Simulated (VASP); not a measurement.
NiSb, 4 atoms in the cell. It takes space group P6_3/mmc (No. 194, hexagonal). The conventional cell has a = 3.940 Å, b = 3.940 Å, c = 5.140 Å, α = 90.00°, β = 90.00°, γ = 120.00°. Ni (site symmetry -3m) has 2 Ni at 2.57 Å and 6 Sb at 2.61 Å within 3.4 Å. Sb (site symmetry -6m2) has 6 Ni at 2.61 Å and 6 Sb at 3.43 Å within 3.5 Å. 

```yaml
Program: VASP 6.6.1
Task: single point
Functional: revPBE
Potentials_or_basis: VASP PAW PBE potentials, release 64 (Ni, Sb)
Cutoff: 600 eV
k_mesh: 3 × 3 × 1
Occupations: gaussian, width 0.1 eV
Spin: no spin polarisation
Dipole_correction: no
Further_INCAR_settings: ALGO = Normal; EDIFF = 1e-06; NBANDS = 23; ISYM = 0
```

Potentials or basis: VASP PAW PBE potentials, release 64 (Ni, Sb).

The run is started by

```sh
$ cat potpaw_PBE.64/Ni/POTCAR potpaw_PBE.64/Sb/POTCAR > POTCAR
$ mpirun -np 1 vasp_std > vasp.out
```

Hardware: 1 thread of AMD EPYC 7R43 64-Core Processor (Zen 3) (shared host).

Task: How long does it take, and how much memory?

Result: It took 33 s on 1 thread of AMD EPYC 7R43 64-Core Processor (Zen 3), on a shared host, peak memory 0.16 GiB. Counts: scf iterations 17, k points 5.
